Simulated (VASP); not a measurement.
# FeCu (Cmmm) in VASP: a series of runs

The runs below take FeCu through single point, with PBEsol.

Everything below comes from runs of VASP 6.6.1. Logs are shortened: lines on timing, memory, paths and dates and some standing lists are left out, and cuts for length are marked.

## Step 1: The cell of the first run

The structure is orthorhombic, space group Cmmm (No. 65). The conventional cell has a = 2.798 Å, b = 3.867 Å, c = 4.025 Å, α = 90.00°, β = 90.00°, γ = 90.00°. Fe (site symmetry mmm) has 6 Fe at 2.39 to 2.80 Å and 8 Cu at 2.45 to 2.79 Å within 3.2 Å. Within 3.2 Å of Cu (site symmetry mmm) lie 6 Cu at 2.39 to 2.80 Å and 8 Fe at 2.45 to 2.79 Å.

## Step 2: Single point, PBEsol, collinear spin, ferromagnetic start

INCAR reads:

```
  PREC = Accurate
  ENCUT = 520
  EDIFF = 1E-6
  ISMEAR = 0
  SIGMA = 0.1
  LREAL = F
  LASPH = T
  NELM = 150
  ALGO = Normal
  ISIF = 2
  LWAVE = F
  LCHARG = F
  ISPIN = 2
  MAGMOM = 3.5 0
  LORBIT = 11
  LMAXMIX = 4
  GGA = PS
  NBANDS = 20
```

KPOINTS reads:

```
Automatic mesh
0
Gamma
  12 12 7
```

POSCAR reads:

```
FeCu
1.0
    1.3988472763     -1.9334423957      0.0000000000
    1.3988472763      1.9334423957      0.0000000000
    0.0000000000      0.0000000000      4.0247038624
Fe Cu
1 1
Direct
    0.0000000000      0.0000000000      0.0000000000
    0.5000000000      0.5000000000      0.5000000000
```

Potentials or basis: VASP PAW PBE potentials, release 64 (Fe, Cu).

Started as:

```console
$ cat potpaw_PBE.64/Fe/POTCAR potpaw_PBE.64/Cu/POTCAR > POTCAR
$ mpirun -np 1 vasp_std > vasp.out
```

OUTCAR:

```text
PREC = Accurate
   ENCUT = 520
   EDIFF = 1E-6
   ISMEAR = 0
   LREAL = F
   LASPH = T
   NELM = 150
   ISIF = 2
   ISPIN = 2
   LORBIT = 11
   GGA = PS

 ion  position               nearest neighbor table
   1  0.000  0.000  0.000-   2 2.45   2 2.45   2 2.45   2 2.45   2 2.79   2 2.79   2 2.79   2 2.79

   2  0.500  0.500  0.500-   1 2.45   1 2.45   1 2.45   1 2.45   1 2.79   1 2.79   1 2.79   1 2.79

  LATTYP: Found a base centered orthorhombic cell.
 ALAT       =     2.7976945526
 B/A-ratio  =     1.3821683242
 C/A-ratio  =     1.4385787250

  Lattice vectors:

 A1 = (   1.3988472763,  -1.9334423957,   0.0000000000)
 A2 = (   1.3988472763,   1.9334423957,   0.0000000000)
 A3 = (   0.0000000000,   0.0000000000,   4.0247038624)

Analysis of symmetry for initial positions (statically):
=====================================================================
 Subroutine PRICEL returns:
 Original cell was already a primitive cell.

 Routine SETGRP: Setting up the symmetry group for a
 base centered orthorhombic supercell.

 Subroutine GETGRP returns: Found  8 space group operations
 (whereof  8 operations were pure point group operations)
 out of a pool of  8 trial point group operations.

The static configuration has the point symmetry D_2h.

Analysis of symmetry for dynamics (positions and initial velocities):
=====================================================================
 Subroutine PRICEL returns:
 Original cell was already a primitive cell.

 Routine SETGRP: Setting up the symmetry group for a
 base centered orthorhombic supercell.

 Subroutine GETGRP returns: Found  8 space group operations
 (whereof  8 operations were pure point group operations)
 out of a pool of  8 trial point group operations.

The dynamic configuration has the point symmetry D_2h.

Analysis of structural, dynamic, and magnetic symmetry:
=====================================================================
 Subroutine PRICEL returns:
 Original cell was already a primitive cell.

 Routine SETGRP: Setting up the symmetry group for a
 base centered orthorhombic supercell.

 Subroutine GETGRP returns: Found  8 space group operations
 (whereof  8 operations were pure point group operations)
 out of a pool of  8 trial point group operations.

The overall configuration has the point symmetry D_2h.

 Subroutine INISYM returns: Found  8 space group operations
 (whereof  8 operations are pure point group operations),
 and found     1 'primitive' translations

----------------------------------------------------------------------------------------

                                     Primitive cell

  volume of cell :      21.7704

  direct lattice vectors                    reciprocal lattice vectors
     1.398847276 -1.933442396  0.000000000     0.357437162 -0.258606101  0.000000000
     1.398847276  1.933442396  0.000000000     0.357437162  0.258606101  0.000000000
     0.000000000  0.000000000  4.024703862     0.000000000  0.000000000  0.248465486

  length of vectors
     2.386414298  2.386414298  4.024703862     0.441178467  0.441178467  0.248465486

  position of ions in fractional coordinates (direct lattice)
     0.000000000  0.000000000  0.000000000
     0.500000000  0.500000000  0.500000000

  ion indices of the primitive-cell ions
   primitive index   ion index
                 1           1
                 2           2

----------------------------------------------------------------------------------------

 KPOINTS: Automatic mesh

Automatic generation of k-mesh.
 Grid dimensions read from file:
 generate k-points for:   12   12    7

 Generating k-lattice:

  Cartesian coordinates                     Fractional coordinates (reciprocal lattice)
     0.029786430 -0.021550508  0.000000000     0.083333333  0.000000000  0.000000000
     0.029786430  0.021550508  0.000000000     0.000000000  0.083333333  0.000000000
     0.000000000  0.000000000  0.035495069     0.000000000  0.000000000  0.142857143

  Length of vectors
     0.036764872  0.036764872  0.035495069

  Shift w.r.t. Gamma in fractional coordinates (k-lattice)
     0.000000000  0.000000000  0.000000000

 Subroutine IBZKPT returns following result:
 ===========================================

 Found    172 irreducible k-points:

 Following reciprocal coordinates:
            Coordinates               Weight
  0.000000  0.000000  0.000000      1.000000
  0.083333 -0.000000  0.000000      4.000000
  0.166667  0.000000  0.000000      4.000000
  0.250000 -0.000000  0.000000      4.000000
  0.333333  0.000000  0.000000      4.000000
  0.416667  0.000000  0.000000      4.000000
[... 16 lines left out ...]
  0.500000  0.166667  0.000000      4.000000
 -0.416667  0.166667  0.000000      4.000000
 [... further k-points ...]
   k-points           NKPTS =    172   k-points in BZ     NKDIM =    172   number of bands    NBANDS=     20
   number of dos      NEDOS =    301   number of ions     NIONS =      2
   total plane-waves  NPLWV =   9720
   dimension x,y,z NGX =    18 NGY =   18 NGZ =   30
   dimension x,y,z NGXF=    36 NGYF=   36 NGZF=   60
   ions per type =               1   1
   NGX,Y,Z   is equivalent  to a cutoff of  12.54, 12.54, 12.39 a.u.
   NGXF,Y,Z  is equivalent  to a cutoff of  25.08, 25.08, 24.78 a.u.
 SYSTEM =  unknown system
   PREC   = accura    normal or accurate (medium, high low for compatibility)
   ISTART =      0    job   : 0-new  1-cont  2-samecut
   ICHARG =      2    charge: 1-file 2-atom 10-const
   ISPIN  =      2    spin polarized calculation?
   LNONCOLLINEAR =      F non collinear calculations
   LSORBIT =      F    spin-orbit coupling
   LASPH  =      T    aspherical Exc in radial PAW
   ENCUT  =  520.0 eV  38.22 Ry    6.18 a.u.   4.44  4.44  7.48*2*pi/ulx,y,z
   NELM   =    150;   NELMIN=  2; NELMDL= -5     # of ELM steps
   EDIFF  = 0.1E-05   stopping-criterion for ELM
   LREAL  =      F    real-space projection
   EDIFFG = 0.1E-04   stopping-criterion for IOM
   NSW    =      0    number of steps for IOM
   IBRION =     -1    ionic relax: 0-MD 1-quasi-New 2-CG
   NFREE  =      0    steps in history (QN), initial steepest desc. (CG)
   ISIF   =      2    stress and relaxation
   ISYM   =      2    0-nonsym 1-usesym 2-fastsym
   POTIM  = 0.5000    time-step for ionic-motion
   TEBEG  =    0.0;   TEEND  =   0.0 temperature during run
   PSTRESS=    0.0 pullay stress
   NELECT =      19.0000    total number of electrons
   NUPDOWN=      -1.0000    fix difference up-down
   EMIN   =  10.00;   EMAX   =-10.00  energy-range for DOS
   EFERMI =   0.00;   METHOD = LEGACY
   ISMEAR =     0;   SIGMA  =   0.10  broadening in eV -4-tet -1-fermi 0-gaus
   EFERMI_NEDOS =   21; number of points for ismear=-14 and -15
   IALGO  =     38    algorithm
   IMIX   =      4    mixing-type and parameters
     AMIX     =   0.40;   BMIX     =  1.00
     AMIX_MAG =   1.60;   BMIX_MAG =  1.00
  volume/ion in A,a.u.               =      10.89        73.46
  Fermi-wavevector in a.u.,A,eV,Ry     =   1.564483  2.956444 33.301720  2.447607
  Thomas-Fermi vector in A             =   2.667100
   LORBIT       =     11    0 simple, 1 ext, 2 COOP (PROOUT), +10 PAW based schemes
   GGA     = PS    functional components
   LHFCALC =     F    Hartree Fock is set to
   AEXX    =    0.0000 exact exchange contribution
   IVDW    =     0    specifies the selected vdW correction
   LEPSILON=     F    determine dielectric tensor
   LRPA    =     F    only Hartree local field effects (RPA)
 spin polarized calculation
 Gauss-broadening in eV      SIGMA  =   0.10
  energy-cutoff  :      520.00
  volume of cell :       21.77
 maximum number of plane-waves:       605
 NGX is ok and might be reduce to    18
   NGX =  9   NGY =  9   NGZ = 15

 number of electron      19.0000005 magnetization       2.3414129

 Free energy of the ion-electron system (eV)
  ---------------------------------------------------
  ext. energy  EPLUGINS =         0.00000000
  ---------------------------------------------------
  free energy    TOTEN  =       -12.83963021 eV

  energy without entropy =      -12.82923856  energy(sigma->0) =      -12.83443439

 E-fermi :   7.3948     XC(G=0): -13.4576

 val. band max:        7.3931142365   @ k =   0.3333   0.1667   0.1429
 cond. band min:       7.3998802789   @ k =  -0.3333   0.1667   0.2857
 fundamental gap:      0.0067660424
 Fermi energy:         7.3947562398

 spin component 1

 k-point     1 :       0.0000    0.0000    0.0000
  band No.  band energies     occupation
      1      -2.1704      1.00000
      2       1.8574      1.00000
      3       3.1603      1.00000
      4       4.2097      1.00000
      5       4.2210      1.00000
      6       4.4305      1.00000
[... 12 lines left out ...]
     19      33.4347      0.00000
     20      34.3302      0.00000
[... 507 lines left out ...]
 k-point    24 :      -0.4167    0.1667    0.0000
  band No.  band energies     occupation
      1       1.9054      1.00000
      2       2.9555      1.00000
      3       3.1268      1.00000
      4       3.3937      1.00000
      5       3.4418      1.00000
      6       4.2253      1.00000
[... 12 lines left out ...]
     19      30.1842      0.00000
     20      33.0686      0.00000

 [... further k-points ...]

 spin component 2

 k-point     1 :       0.0000    0.0000    0.0000
  band No.  band energies     occupation
      1      -2.0590      1.00000
      2       2.2908      1.00000
      3       3.3334      1.00000
      4       4.6222      1.00000
      5       4.8257      1.00000
      6       5.1711      1.00000
[... 12 lines left out ...]
     19      33.3955      0.00000
     20      34.5963      0.00000
[... 507 lines left out ...]
 k-point    24 :      -0.4167    0.1667    0.0000
  band No.  band energies     occupation
      1       2.1079      1.00000
      2       3.2794      1.00000
      3       3.3809      1.00000
      4       3.6951      1.00000
      5       4.2127      1.00000
      6       5.3614      1.00000
[... 12 lines left out ...]
     19      30.4336      0.00000
     20      33.4065      0.00000

 [... further k-points ...]

------------------------ aborting loop because EDIFF is reached ----------------------------------------

  FORCE on cell =-STRESS in cart. coord.  units (eV):
  Direction    XX          YY          ZZ          XY          YZ          ZX
  --------------------------------------------------------------------------------------
  -------------------------------------------------------------------------------------
  Total        0.9254035      0.7181569      1.0052727     -0.0000000      0.0000000      0.0000000
  in kB       68.1045701     52.8523721     73.9824991     -0.0000000      0.0000000      0.0000000
  external PRESSURE =      64.9798137 kB  Pullay stress =       0.0000000 kB

 VOLUME and BASIS-vectors are now :
 -----------------------------------------------------------------------------
  energy-cutoff  :      520.00
  volume of cell :       21.77
      direct lattice vectors                 reciprocal lattice vectors
     1.398847276 -1.933442396  0.000000000     0.357437162 -0.258606101  0.000000000
     1.398847276  1.933442396  0.000000000     0.357437162  0.258606101  0.000000000
     0.000000000  0.000000000  4.024703862     0.000000000  0.000000000  0.248465486

 POSITION                                       TOTAL-FORCE (eV/Angst)
 -----------------------------------------------------------------------------------
      0.00000      0.00000      0.00000         0.000000     -0.000000      0.000000
      1.39885      0.00000      2.01235        -0.000000      0.000000      0.000000
 -----------------------------------------------------------------------------------
    total drift:                               -0.000000     -0.000000     -0.000000

  FREE ENERGIE OF THE ION-ELECTRON SYSTEM (eV)
  ---------------------------------------------------
  free  energy   TOTEN  =       -12.8396302142 eV

  energy  without entropy=      -12.8292385638  energy(sigma->0) =      -12.83443439

 total charge

# of ion       s       p       d       tot
------------------------------------------
    1        0.489   0.529   6.281   7.299
    2        0.501   0.512   9.144  10.157
--------------------------------------------------
tot          0.990   1.040  15.425  17.455

 magnetization (x)

# of ion       s       p       d       tot
------------------------------------------
    1        0.002  -0.010   2.279   2.271
    2       -0.014  -0.045   0.123   0.064
--------------------------------------------------
tot         -0.012  -0.055   2.402   2.335
```

It took 1.7 min on 1 thread of Intel Xeon Platinum 8259CL at 2.50GHz (Skylake/Cascade Lake), shared host; peak memory 0.23 GiB.

Results:

```
Free energy                                           : -12.8396 eV
Pressure                                              : 6.5 GPa
Net moment                                            : 2.34 μB per cell
Site moments                                          : Fe +2.27; Cu +0.06 μB
Valence electrons inside the program's atomic spheres : Fe 7.30; Cu 10.16
```

Levels at points of the mesh, in eV from the Fermi level:
Spin up:
```tsv
k point	band 7	band 8	band 9	band 10	band 11	band 12	band 13	band 14	band 15	band 16
(0.00, 0.00, 0.00)	-2.36	-2.28	-1.09	-1.00	-0.70	-0.62	5.74	18.59	19.73	23.34
(0.50, 0.00, 0.00)	-2.53	-2.22	-1.21	-0.73	0.65	2.04	9.71	9.99	10.08	11.63
(0.50, 0.50, 0.00)	-1.60	-1.04	-0.75	0.02	0.51	6.54	9.06	9.20	9.34	15.00
```
Spin down:
```tsv
k point	band 6	band 7	band 8	band 9	band 10	band 11
(0.00, 0.00, 0.00)	-2.22	-1.56	-1.40	-0.56	1.42	1.52
(0.50, 0.00, 0.00)	-2.17	-2.11	-1.73	0.81	1.35	1.78
(0.50, 0.50, 0.00)	-1.13	-0.05	0.09	0.84	0.99	2.53
```

Caveat: the cell stands under pressure; the PAW data sets were made with another functional, which shifts forces and pressure a little.

(Continued in part 2 of 2.)
